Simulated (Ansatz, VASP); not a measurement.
# Ir: VASP beside Ansatz

```
Ir
1.0
     1.76711    1.02024    3.03865
    -1.76711    1.02024    3.03865
     0.00000   -2.04049    3.03865
Ir
2
Direct
  0.24552 0.24552 0.24552
  0.75448 0.75448 0.75448
```

Alike in both runs: task relaxation of cell and atoms; functional PBEsol; k mesh 15 × 15 × 15; occupations gaussian, width 0.1 eV; no spin polarisation.

```csv
,VASP,Ansatz
version,VASP 6.6.1,Ansatz 0.2.0
potentials or method,"VASP PAW PBE potentials, release 64 (Ir), cutoff 600 eV","scalar-relativistic, plane waves, PAW"
valence electrons in the cell,18,34
```

```csv
,VASP,Ansatz,Ansatz less VASP
"gap on the k mesh at the Fermi level, each at its own relaxed structure (eV)",none,none,-
relaxed volume (Å³/atom),16.44,16.40,-0.036
relaxed cell length with the largest relative difference (Å),3.596,3.593,-0.0029
```

VASP's potentials were made for PBE, not for PBEsol. A gap of «none» marks a metal or a gap that the smearing closes. VASP's potentials hold 18 valence electrons a cell and Ansatz's 34, so a difference there can come from the potentials and not from the codes.

Spin-orbit coupling is off throughout.
